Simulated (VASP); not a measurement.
# Si16C (a cell with a defect) in VASP: single point with PBE

Aim: the single point of Si16C (a cell with a defect) with PBE.

All numbers are computed with VASP 6.6.1; they aren't measurements. Logs are shortened: lines on timing, memory, paths and dates and some standing lists are left out, and cuts for length are marked.

## Step 1: The cell of the first run

The cell holds a defect, 17 atoms: a = 7.679 Å, b = 7.679 Å, c = 7.679 Å, α = 60.00°, β = 60.00°, γ = 60.00°.

## Step 2: Single point, PBE, collinear spin

INCAR

```
  PREC = Accurate
  ENCUT = 520
  EDIFF = 1E-6
  ISMEAR = -1
  SIGMA = 0.02
  LREAL = Auto
  LASPH = T
  NELM = 150
  ALGO = Normal
  ISIF = 2
  LWAVE = F
  LCHARG = F
  ISPIN = 2
  MAGMOM = 0 0 0 0 0 0 0 0 0 0 0 0 0 0 0 0 1
  LORBIT = 11
  GGA = PE
  NBANDS = 52
```

KPOINTS

```
regular mesh
0
Gamma
  2 2 2
```

POSCAR

```
Si16C
1.0
    0.0000000000      5.4300000000      5.4300000000
    5.4300000000      0.0000000000      5.4300000000
    5.4300000000      5.4300000000      0.0000000000
Si C
16 1
Direct
    0.0468324125      0.0056353591     -0.0474033149
    0.1346040516      0.1319337017      0.1235727440
   -0.0502946593     -0.0111049724      0.4751012891
    0.1346593002      0.0751565378      0.5909392265
    0.0297421731      0.5048434622      0.0095764273
    0.1825414365      0.5858011050      0.1400920810
    0.0146408840      0.4582136280      0.5018968692
    0.1328176796      0.6371454880      0.6119521179
    0.4902946593      0.0442725599     -0.0380662983
    0.6916298343      0.0834346225      0.0873388582
    0.5049355433     -0.0551012891      0.4909760589
    0.5712615101      0.1636740331      0.6098618785
    0.4882228361      0.4004880295      0.1615930018
    0.6444567219      0.6714364641      0.0285635359
    0.5408287293      0.5249539595      0.4275874770
    0.5573020258      0.6053499079      0.7613167587
    0.7369152855      0.4631215470      0.5663627993
```

Potentials or basis: VASP PAW PBE potentials, release 64 (Si, C).

Launch:

```bash
cat potpaw_PBE.64/Si/POTCAR potpaw_PBE.64/C/POTCAR > POTCAR
mpirun -np 1 vasp_std > vasp.out
```

OUTCAR:

```text
PREC = Accurate
   ENCUT = 520
   EDIFF = 1E-6
   ISMEAR = -1
   LREAL = Auto
   LASPH = T
   NELM = 150
   ISIF = 2
   ISPIN = 2
   LORBIT = 11
   GGA = PE

 ion  position               nearest neighbor table
   1  0.047  0.006  0.953-  10 2.24   4 2.34   2 2.44   6 2.66
   2  0.135  0.132  0.124-   9 2.25   3 2.30   5 2.35   1 2.44
   3  0.950  0.989  0.475-   8 2.28   2 2.30  12 2.41   4 2.46
   4  0.135  0.075  0.591-  11 2.33   1 2.34   7 2.42   3 2.46
   5  0.030  0.505  0.010-   6 2.30   2 2.35   8 2.50  14 2.53
   6  0.183  0.586  0.140-  13 2.09   5 2.30   7 2.30   1 2.66  16 2.90
   7  0.015  0.458  0.502-  17 1.92   6 2.30   4 2.42   8 2.57  16 2.98
   8  0.133  0.637  0.612-   3 2.28   5 2.50   7 2.57  15 2.58
   9  0.490  0.044  0.962-  12 2.22   2 2.25  14 2.37  10 2.38
  10  0.692  0.083  0.087-   1 2.24  13 2.32   9 2.38  11 2.56
  11  0.505  0.945  0.491-   4 2.33  16 2.38  10 2.56  12 2.60  13 3.11
  12  0.571  0.164  0.610-   9 2.22  15 2.35   3 2.41  11 2.60
  13  0.488  0.400  0.162-   6 2.09  10 2.32  14 2.44  16 2.56  15 2.90  11 3.11
  14  0.644  0.671  0.029-   9 2.37  13 2.44  15 2.51   5 2.53  16 2.77
  15  0.541  0.525  0.428-  17 2.00  12 2.35  14 2.51   8 2.58  13 2.90  16 2.99
  16  0.557  0.605  0.761-  17 1.84  11 2.38  13 2.56  14 2.77   6 2.90   7 2.98  15 2.99
  17  0.737  0.463  0.566-  16 1.84   7 1.92  15 2.00

  LATTYP: Found a face centered cubic cell.
 ALAT       =    10.8600000000

  Lattice vectors:

 A1 = (   0.0000000000,   5.4300000000,   5.4300000000)
 A2 = (   5.4300000000,   0.0000000000,   5.4300000000)
 A3 = (   5.4300000000,   5.4300000000,   0.0000000000)

Analysis of symmetry for initial positions (statically):
=====================================================================
 Subroutine PRICEL returns:
 Original cell was already a primitive cell.

 Routine SETGRP: Setting up the symmetry group for a
 face centered cubic supercell.

 Subroutine GETGRP returns: Found  1 space group operations
 (whereof  1 operations were pure point group operations)
 out of a pool of 48 trial point group operations.

The static configuration has the point symmetry C_1 .

Analysis of symmetry for dynamics (positions and initial velocities):
=====================================================================
 Subroutine PRICEL returns:
 Original cell was already a primitive cell.

 Routine SETGRP: Setting up the symmetry group for a
 face centered cubic supercell.

 Subroutine GETGRP returns: Found  1 space group operations
 (whereof  1 operations were pure point group operations)
 out of a pool of 48 trial point group operations.

The dynamic configuration has the point symmetry C_1 .

Analysis of structural, dynamic, and magnetic symmetry:
=====================================================================
 Subroutine PRICEL returns:
 Original cell was already a primitive cell.

 Routine SETGRP: Setting up the symmetry group for a
 face centered cubic supercell.

 Subroutine GETGRP returns: Found  1 space group operations
 (whereof  1 operations were pure point group operations)
 out of a pool of 48 trial point group operations.

The overall configuration has the point symmetry C_1 .

 Subroutine INISYM returns: Found  1 space group operations
 (whereof  1 operations are pure point group operations),
 and found     1 'primitive' translations

----------------------------------------------------------------------------------------

                                     Primitive cell

  volume of cell :     320.2060

  direct lattice vectors                    reciprocal lattice vectors
     0.000000000  5.430000000  5.430000000    -0.092081031  0.092081031  0.092081031
     5.430000000  0.000000000  5.430000000     0.092081031 -0.092081031  0.092081031
     5.430000000  5.430000000  0.000000000     0.092081031  0.092081031 -0.092081031

  length of vectors
     7.679179644  7.679179644  7.679179644     0.159489025  0.159489025  0.159489025

  position of ions in fractional coordinates (direct lattice)
     0.046832413  0.005635359  0.952596685
     0.134604052  0.131933702  0.123572744
[... 73 lines left out ...]
   number of dos      NEDOS =    301   number of ions     NIONS =     17
   total plane-waves  NPLWV = 216000
   dimension x,y,z NGX =    60 NGY =   60 NGZ =   60
   dimension x,y,z NGXF=   120 NGYF=  120 NGZF=  120
   ions per type =              16   1
   NGX,Y,Z   is equivalent  to a cutoff of  12.99, 12.99, 12.99 a.u.
   NGXF,Y,Z  is equivalent  to a cutoff of  25.98, 25.98, 25.98 a.u.
 SYSTEM =  unknown system
   PREC   = accura    normal or accurate (medium, high low for compatibility)
   ISTART =      0    job   : 0-new  1-cont  2-samecut
   ICHARG =      2    charge: 1-file 2-atom 10-const
   ISPIN  =      2    spin polarized calculation?
   LNONCOLLINEAR =      F non collinear calculations
   LSORBIT =      F    spin-orbit coupling
   LASPH  =      T    aspherical Exc in radial PAW
   ENCUT  =  520.0 eV  38.22 Ry    6.18 a.u.  14.28 14.28 14.28*2*pi/ulx,y,z
   NELM   =    150;   NELMIN=  2; NELMDL= -5     # of ELM steps
   EDIFF  = 0.1E-05   stopping-criterion for ELM
   LREAL  =      T    real-space projection
   EDIFFG = 0.1E-04   stopping-criterion for IOM
   NSW    =      0    number of steps for IOM
   IBRION =     -1    ionic relax: 0-MD 1-quasi-New 2-CG
   NFREE  =      0    steps in history (QN), initial steepest desc. (CG)
   ISIF   =      2    stress and relaxation
   ISYM   =      2    0-nonsym 1-usesym 2-fastsym
   POTIM  = 0.5000    time-step for ionic-motion
   TEBEG  =    0.0;   TEEND  =   0.0 temperature during run
   PSTRESS=    0.0 pullay stress
   NELECT =      68.0000    total number of electrons
   NUPDOWN=      -1.0000    fix difference up-down
   EMIN   =  10.00;   EMAX   =-10.00  energy-range for DOS
   EFERMI =   0.00;   METHOD = LEGACY
   ISMEAR =    -1;   SIGMA  =   0.02  broadening in eV -4-tet -1-fermi 0-gaus
   EFERMI_NEDOS =   21; number of points for ismear=-14 and -15
   IALGO  =     38    algorithm
   IMIX   =      4    mixing-type and parameters
     AMIX     =   0.40;   BMIX     =  1.00
     AMIX_MAG =   1.60;   BMIX_MAG =  1.00
  volume/ion in A,a.u.               =      18.84       127.11
  Fermi-wavevector in a.u.,A,eV,Ry     =   0.976715  1.845724 12.979587  0.953973
  Thomas-Fermi vector in A             =   2.107356
   LORBIT       =     11    0 simple, 1 ext, 2 COOP (PROOUT), +10 PAW based schemes
   GGA     = PE    functional components
   LHFCALC =     F    Hartree Fock is set to
   AEXX    =    0.0000 exact exchange contribution
   IVDW    =     0    specifies the selected vdW correction
   LEPSILON=     F    determine dielectric tensor
   LRPA    =     F    only Hartree local field effects (RPA)
 spin polarized calculation
  energy-cutoff  :      520.00
  volume of cell :      320.21
 maximum number of plane-waves:      8646
 NGX is ok and might be reduce to    60
   NGX = 29   NGY = 29   NGZ = 29

 number of electron      68.0000000 magnetization       0.0227854

 Free energy of the ion-electron system (eV)
  ---------------------------------------------------
  ext. energy  EPLUGINS =         0.00000000
  ---------------------------------------------------
  free energy    TOTEN  =       -87.90475770 eV

  energy without entropy =      -87.89443964  energy(sigma->0) =      -87.89959867

 E-fermi :   6.3056     XC(G=0):  -9.6624

 val. band max:        6.3022027685   @ k =   0.5000   0.0000   0.0000
 cond. band min:       6.3203225071   @ k =   0.0000   0.5000   0.5000
 fundamental gap:      0.0181197386
 Fermi energy:         6.3056063187

 spin component 1

 k-point     1 :       0.0000    0.0000    0.0000
  band No.  band energies     occupation
      1      -6.6961      1.00000
      2      -5.2016      1.00000
      3      -4.0948      1.00000
      4      -3.7240      1.00000
      5      -3.4372      1.00000
      6      -3.0035      1.00000
[... 381 lines left out ...]
     45       9.8094      0.00000
     46       9.8573      0.00000
 Fermi energy:         6.3056063187

 spin component 2

 k-point     1 :       0.0000    0.0000    0.0000
  band No.  band energies     occupation
      1      -6.6937      1.00000
      2      -5.1997      1.00000
      3      -4.0933      1.00000
      4      -3.7229      1.00000
      5      -3.4363      1.00000
      6      -3.0025      1.00000
[... 381 lines left out ...]
     45       9.8113      0.00000
     46       9.8597      0.00000
 [bands above 46 left out]

------------------------ aborting loop because EDIFF is reached ----------------------------------------

  FORCE on cell =-STRESS in cart. coord.  units (eV):
  Direction    XX          YY          ZZ          XY          YZ          ZX
  --------------------------------------------------------------------------------------
  -------------------------------------------------------------------------------------
  Total        3.4915568     -1.0540511     -1.6641288     -6.1268723     -1.3218549     -2.9803216
  in kB       17.4702937     -5.2740322     -8.3266066    -30.6563132     -6.6140107    -14.9122861
  external PRESSURE =       1.2898850 kB  Pullay stress =       0.0000000 kB

 VOLUME and BASIS-vectors are now :
 -----------------------------------------------------------------------------
  energy-cutoff  :      520.00
  volume of cell :      320.21
      direct lattice vectors                 reciprocal lattice vectors
     0.000000000  5.430000000  5.430000000    -0.092081031  0.092081031  0.092081031
     5.430000000  0.000000000  5.430000000     0.092081031 -0.092081031  0.092081031
     5.430000000  5.430000000  0.000000000     0.092081031  0.092081031 -0.092081031

 POSITION                                       TOTAL-FORCE (eV/Angst)
 -----------------------------------------------------------------------------------
      5.20320      5.42690      0.28490        -0.714740      1.540249      0.037628
      1.38740      1.40190      1.44730        -0.103266     -1.489549     -0.479904
      7.94950      7.73670     10.52660         1.217753      0.735868      0.355894
      3.61690      3.94000      1.13930         0.262271     -0.566870      0.353981
      2.79330      0.21350      2.90280        -0.602304     -1.761406     -0.094713
      3.94160      1.75190      4.17210         1.977512     -3.941745     -0.205362
[... 9 lines left out ...]
      7.42100      7.16010      6.31320         0.005328      0.339795      0.204906
      5.59010      7.07680      6.51620         0.506825     -0.694670      0.203334
 -----------------------------------------------------------------------------------
    total drift:                               -0.002809     -0.003418      0.000596

  FREE ENERGIE OF THE ION-ELECTRON SYSTEM (eV)
  ---------------------------------------------------
  free  energy   TOTEN  =       -87.9047577036 eV

  energy  without entropy=      -87.8944396383  energy(sigma->0) =      -87.89959867

 total charge

# of ion       s       p       d       tot
------------------------------------------
    1        0.758   0.899   0.000   1.657
    2        0.746   0.954   0.000   1.700
    3        0.756   0.928   0.000   1.684
    4        0.761   0.892   0.000   1.653
    5        0.757   0.888   0.000   1.645
    6        0.764   0.959   0.000   1.723
[... 9 lines left out ...]
   16        0.795   0.817   0.000   1.612
   17        0.890   1.459   0.000   2.349
--------------------------------------------------
tot         13.170  15.624   0.000  28.794

 magnetization (x)

# of ion       s       p       d       tot
------------------------------------------
    1        0.000   0.000   0.000   0.000
    2        0.000   0.000   0.000   0.000
    3        0.000   0.000   0.000   0.000
    4        0.000   0.000   0.000   0.000
    5        0.000   0.000   0.000   0.000
    6        0.000   0.000   0.000   0.000
[... 9 lines left out ...]
   16        0.000   0.001   0.000   0.001
   17        0.000   0.002   0.000   0.002
--------------------------------------------------
tot          0.002   0.006   0.000   0.008
```

Wall time 17 min (1 thread of Intel Xeon 8259CL, shared host); peak memory 0.71 GiB.

What came out:

- Free energy: -87.9048 eV
- Pressure: 0.1 GPa
- Largest force: 4.415 eV/Å
- Band gap on the k mesh: zero (filled and empty bands overlap)
- Net moment: 0.02 μB per cell
- Valence electrons inside the program's atomic spheres: Si 1.66, 1.70, 1.68, 1.65, 1.72, 1.62, 1.60, 1.67, 1.61, 1.71, 1.57 (each value once); C 2.35

Forces in eV/Å, atoms in the order of the input:
```
Si  -0.715  1.540  0.038
Si  -0.103 -1.490 -0.480
Si   1.218  0.736  0.356
Si   0.262 -0.567  0.354
Si  -0.602 -1.761 -0.095
Si   1.978 -3.942 -0.205
Si   0.408 -0.174 -0.779
Si  -1.002  0.918 -0.946
Si   0.079  1.841 -0.033
Si   0.820 -0.158 -1.875
Si   0.468  0.242  0.874
Si  -2.308 -1.198  0.422
Si  -1.125  2.302  1.752
Si  -0.337  1.448 -0.214
Si   0.447  0.617  0.423
Si   0.005  0.340  0.205
C    0.507 -0.695  0.203
```

Caveat: the k points lie up to 0.50 Å⁻¹ apart; the atoms stand as in a frame of molecular dynamics.
